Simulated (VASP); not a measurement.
# GaN (P6_3mc) in VASP: vibrations by perturbation theory with PBE

Aim: the vibrations by perturbation theory of GaN with PBE.

All numbers are computed with VASP 6.6.1; they aren't measurements. Logs are shortened: lines on timing, memory, paths and dates and some standing lists are left out, and cuts for length are marked.

**1. The cell of the first run**

Symmetry: P6_3mc, No. 186, hexagonal system. Conventional cell: a = 3.173 Å, b = 3.173 Å, c = 5.170 Å, α = 90.00°, β = 90.00°, γ = 120.00°. Within 2.6 Å of Ga (site symmetry 3m) lie 4 N at 1.94 to 1.95 Å. Within 2.6 Å of N (site symmetry 3m) lie 4 Ga at 1.94 to 1.95 Å.

**2. Vibrations by perturbation theory, PBE**

INCAR reads:

```
PREC = Accurate
ENCUT = 520
EDIFF = 1E-8
ISMEAR = 0
SIGMA = 0.01
LREAL = False
LASPH = True
NELM = 80
ALGO = Normal
ISIF = 2
LWAVE = False
LCHARG = False
GGA = PE
NBANDS = 26
IBRION = 8
NSW = 1
LEPSILON = True
```

KPOINTS reads:

```
Automatic mesh
0
Gamma
  12 12 6
```

POSCAR reads:

```
GaN
1.0
    3.1733086185      0.0000000000      0.0000000000
   -1.5866543092      2.7481658777      0.0000000000
    0.0000000000      0.0000000000      5.1699942632
Ga N
2 2
Direct
    0.3333333333      0.6666666667     -0.0007953834
    0.6666666667      0.3333333333      0.4992046166
    0.3333333333      0.6666666667      0.3757953834
    0.6666666667      0.3333333333      0.8757953834
```

Potentials or basis: VASP PAW PBE potentials, release 64 (Ga_d, N).

Launch:

```
$ cat potpaw_PBE.64/Ga_d/POTCAR potpaw_PBE.64/N/POTCAR > POTCAR
$ mpirun -np 1 vasp_std > vasp.out
```

OUTCAR:

```text
PREC = Accurate
   ENCUT = 520
   EDIFF = 1E-8
   ISMEAR = 0
   LREAL = False
   LASPH = True
   NELM = 80
   ISIF = 2
   GGA = PE
   IBRION = 8
   NSW = 1
   LEPSILON = True

 ion  position               nearest neighbor table
   1  0.333  0.667  0.999-   4 1.94   4 1.94   4 1.94   3 1.95
   2  0.667  0.333  0.499-   3 1.94   3 1.94   3 1.94   4 1.95
   3  0.333  0.667  0.376-   2 1.94   2 1.94   2 1.94   1 1.95
   4  0.667  0.333  0.876-   1 1.94   1 1.94   1 1.94   2 1.95

  LATTYP: Found a hexagonal cell.
 ALAT       =     3.1733086185
 C/A-ratio  =     1.6292125616

  Lattice vectors:

 A1 = (   3.1733086185,   0.0000000000,   0.0000000000)
 A2 = (  -1.5866543092,   2.7481658777,   0.0000000000)
 A3 = (   0.0000000000,   0.0000000000,   5.1699942632)

Analysis of symmetry for initial positions (statically):
=====================================================================
 Subroutine PRICEL returns:
 Original cell was already a primitive cell.

 Routine SETGRP: Setting up the symmetry group for a
 hexagonal supercell.

 Subroutine GETGRP returns: Found 12 space group operations
 (whereof  6 operations were pure point group operations)
 out of a pool of 24 trial point group operations.

The static configuration has the point symmetry C_3v.
 The point group associated with its full space group is C_6v.

Analysis of symmetry for dynamics (positions and initial velocities):
=====================================================================
 Subroutine PRICEL returns:
 Original cell was already a primitive cell.

 Routine SETGRP: Setting up the symmetry group for a
 hexagonal supercell.

 Subroutine GETGRP returns: Found 12 space group operations
 (whereof  6 operations were pure point group operations)
 out of a pool of 24 trial point group operations.

The dynamic configuration has the point symmetry C_3v.
 The point group associated with its full space group is C_6v.

 Subroutine INISYM returns: Found 12 space group operations
 (whereof  6 operations are pure point group operations),
 and found     1 'primitive' translations

----------------------------------------------------------------------------------------

                                     Primitive cell

  volume of cell :      45.0864

  direct lattice vectors                    reciprocal lattice vectors
     3.173308619  0.000000000  0.000000000     0.315128505  0.181939527  0.000000000
    -1.586654309  2.748165878  0.000000000     0.000000000  0.363879054  0.000000000
     0.000000000  0.000000000  5.169994263     0.000000000  0.000000000  0.193423812

  length of vectors
     3.173308619  3.173308619  5.169994263     0.363879054  0.363879054  0.193423812

  position of ions in fractional coordinates (direct lattice)
     0.333333333  0.666666667  0.999204617
     0.666666667  0.333333333  0.499204617
     0.333333333  0.666666667  0.375795383
     0.666666667  0.333333333  0.875795383

[... 889 lines left out ...]
 -----------------------------------------------------------------------------
     0.50598  0.00000  0.00000
     0.00000  0.50598 -0.00000
     0.00000  0.00000 -1.02656

[... ionic steps 4 to 9 ...]

--------------------------------------- Ionic step       10  -------------------------------------------

------------------------ aborting loop because EDIFF is reached ----------------------------------------

[... ionic steps 11 to 11 ...]

--------------------------------------- Ionic step       12  -------------------------------------------

 Free energy of the ion-electron system (eV)
  ---------------------------------------------------
  ---------------------------------------------------
  free energy    TOTEN  =        -0.24910258 eV

  energy without entropy =       -0.24910258

------------------------ aborting loop because EDIFF is reached ----------------------------------------

 INTERNAL STRAIN TENSOR  FOR ION    3  DIRECTION 3   (eV/Angst):
 -----------------------------------------------------------------------------
     5.75259  0.00000  0.00000
     0.00000  5.75259 -0.00000
    -0.00000  0.00000-10.93267

 MACROSCOPIC STATIC DIELECTRIC TENSOR (including local field effects in DFT)
 ------------------------------------------------------
           5.667529     0.000000     0.000000
           0.000000     5.667529     0.000000
           0.000000     0.000000     5.861638
 ------------------------------------------------------

 PIEZOELECTRIC TENSOR (including local field effects)  for field in x, y, z        (e  Angst)
          XX          YY          ZZ          XY          YZ          ZX
  --------------------------------------------------------------------------------
  x     0.00000    -0.00000     0.00000    -0.00000     0.00000     1.56580
  y     0.00000    -0.00000     0.00000    -0.00000     1.56581     0.00000
  z     1.42386     1.42386    -2.88880     0.00000    -0.00000    -0.00000

 PIEZOELECTRIC TENSOR (including local field effects)  for field in x, y, z        (C/m^2)
          XX          YY          ZZ          XY          YZ          ZX
  --------------------------------------------------------------------------------
  x     0.00000    -0.00000     0.00000    -0.00000     0.00000     0.55642
  y     0.00000    -0.00000     0.00000    -0.00000     0.55642     0.00000
  z     0.50598     0.50598    -1.02656     0.00000    -0.00000    -0.00000

 BORN EFFECTIVE CHARGES (including local field effects) (in |e|, cummulative output)
 ---------------------------------------------------------------------------------
 ion    1
    1     2.61170     0.00000    -0.00000
    2     0.00000     2.61170    -0.00000
    3    -0.00000     0.00000     2.75104
 ion    2
    1     2.61170     0.00000     0.00000
    2     0.00000     2.61170     0.00000
    3     0.00000     0.00000     2.75104
 ion    3
    1    -2.61170    -0.00000    -0.00000
    2    -0.00000    -2.61170     0.00000
    3    -0.00000     0.00000    -2.75104
 ion    4
    1    -2.61170    -0.00000     0.00000
    2    -0.00000    -2.61170    -0.00000
    3     0.00000     0.00000    -2.75104

 INTERNAL STRAIN TENSOR FOR ION    4 for displacements in x,y,z  (eV/Angst):
          X           Y           Z          XY          YZ          ZX
  --------------------------------------------------------------------------------
  x     0.00000    -0.00000    -0.00000    10.14814     0.00000     5.72753
  y    10.14814   -10.14814    -0.00000    -0.00000     6.04127     0.00000
  z     5.75259     5.75259   -10.93267     0.00000     0.00000     0.00000

 SECOND DERIVATIVES (NOT SYMMETRIZED)
 ------------------------------------
               1X          1Y          1Z          2X          2Y          2Z          3X          3Y          3Z          4X          4Y          4Z
  1X   -13.625187   -0.000000    0.000000    0.449911    0.000000   -0.000000    0.934972    0.000000    0.000000   12.240304    0.000000    0.000000
  1Y    -0.000000  -13.625187    0.000000    0.000000    0.449911    0.000000    0.000000    0.934972    0.000000    0.000000   12.240304    0.000000
  1Z     0.000000    0.000000  -20.560831   -0.000000    0.000000    8.456863    0.000000   -0.000000    7.420878    0.000000    0.000000    4.683090
  2X     0.449911    0.000000    0.000000  -13.625187   -0.000000   -0.000000   12.240304    0.000000    0.000000    0.934972    0.000000   -0.000000
  2Y     0.000000    0.449911    0.000000   -0.000000  -13.625187   -0.000000    0.000000   12.240304   -0.000000    0.000000    0.934972   -0.000000
  2Z     0.000000    0.000000    8.456863    0.000000    0.000000  -20.560831   -0.000000   -0.000000    4.683090    0.000000    0.000000    7.420878
  3X     0.931114    0.000000    0.000000   12.238372    0.000000   -0.000000  -13.848548   -0.000000    0.000000    0.679062    0.000000   -0.000000
  3Y     0.000000    0.931114    0.000000    0.000000   12.238372   -0.000000   -0.000000  -13.848548    0.000000    0.000000    0.679062    0.000000
  3Z     0.000000    0.000000    7.410228   -0.000000    0.000000    4.708748    0.000000    0.000000  -18.326429    0.000000    0.000000    6.207453
  4X    12.238372    0.000000    0.000000    0.931114    0.000000   -0.000000    0.679062    0.000000    0.000000  -13.848548   -0.000000    0.000000
  4Y     0.000000   12.238372    0.000000    0.000000    0.931114   -0.000000    0.000000    0.679062   -0.000000   -0.000000  -13.848548    0.000000
  4Z     0.000000    0.000000    4.708748    0.000000    0.000000    7.410228    0.000000    0.000000    6.207453   -0.000000   -0.000000  -18.326429

 Eigenvectors and eigenvalues of the dynamical matrix
 ----------------------------------------------------

   1 f  =   20.727790 THz   130.236544 2PiTHz  691.404641 cm-1    85.723212 meV
             X         Y         Z           dx          dy          dz
     -0.000000  1.832111  5.165882     0.000000    0.000000    0.045776
      1.586654  0.916055  2.580885     0.000000    0.000000   -0.045776
     -0.000000  1.832111  1.942860     0.000000    0.000000   -0.705623
      1.586654  0.916055  4.527857    -0.000000   -0.000000    0.705623
[... 71 lines left out ...]
  12 f/i=    0.003683 THz     0.023142 2PiTHz    0.122856 cm-1     0.015232 meV
             X         Y         Z           dx          dy          dz
     -0.000000  1.832111  5.165882    -0.000000   -0.000000    0.645347
      1.586654  0.916055  2.580885    -0.000000   -0.000000    0.645347
     -0.000000  1.832111  1.942860    -0.000000   -0.000000    0.289012
      1.586654  0.916055  4.527857    -0.000000   -0.000000    0.289012

--------------------------------------------------------------------------------------------------------

 MACROSCOPIC STATIC DIELECTRIC TENSOR IONIC CONTRIBUTION
 ------------------------------------------------------
           4.156534     0.000000    -0.000000
           0.000000     4.156534    -0.000000
          -0.000000    -0.000000     5.015885
 ------------------------------------------------------

 ELASTIC MODULI CONTR FROM IONIC RELAXATION (kBar)
 Direction    XX          YY          ZZ          XY          YZ          ZX
 --------------------------------------------------------------------------------
 XX        -699.9939    311.9997    367.9677     -0.0000      0.0000      0.0000
 YY         311.9997   -699.9939    367.9677     -0.0000     -0.0000     -0.0000
 ZZ         367.9677    367.9677   -697.9498      0.0000     -0.0000     -0.0000
 XY          -0.0000     -0.0000      0.0000   -505.9968     -0.0000      0.0000
 YZ           0.0000     -0.0000     -0.0000     -0.0000   -169.5969     -0.0000
 ZX           0.0000     -0.0000     -0.0000      0.0000     -0.0000   -182.4040
 --------------------------------------------------------------------------------

 PIEZOELECTRIC TENSOR IONIC CONTR  for field in x, y, z        (C/m^2)
          XX          YY          ZZ          XY          YZ          ZX
  --------------------------------------------------------------------------------
  x     0.00000    -0.00000    -0.00000     0.00000    -0.00000    -0.81932
  y     0.00000    -0.00000    -0.00000    -0.00000    -0.79004    -0.00000
  z    -0.92820    -0.92820     1.76059    -0.00000     0.00000     0.00000
```

It took 42 min on 1 thread of Intel Xeon Platinum 8488C (Sapphire Rapids), shared host; peak memory 1.1 GiB.

Results:

* Electronic dielectric tensor (diagonal): 5.67, 5.67, 5.86
* Born charges (mean of the diagonal): Ga +2.66; N -2.66 e
* Highest phonon frequency at Γ, LO-TO splitting left out: 691 cm⁻¹

Phonon frequencies in cm⁻¹ (negative: imaginary):
| q point | frequencies |
| --- | --- |
| (0.000, 0.000, 0.000) | 0 0 0 135 135 334 532 554 554 565 565 691 |

Electronic dielectric tensor:
```
5.67 0.00 0.00
0.00 5.67 0.00
0.00 0.00 5.86
```

Born effective charge tensors (e):
atom 1, Ga
```
2.61 0.00 0.00
0.00 2.61 0.00
0.00 0.00 2.75
```
atom 2, Ga
```
2.61 0.00 0.00
0.00 2.61 0.00
0.00 0.00 2.75
```
atom 3, N
```
-2.61  0.00  0.00
 0.00 -2.61  0.00
 0.00  0.00 -2.75
```
atom 4, N
```
-2.61  0.00  0.00
 0.00 -2.61  0.00
 0.00  0.00 -2.75
```

Caveat: the cell wasn't relaxed at this level first, which shifts response properties.
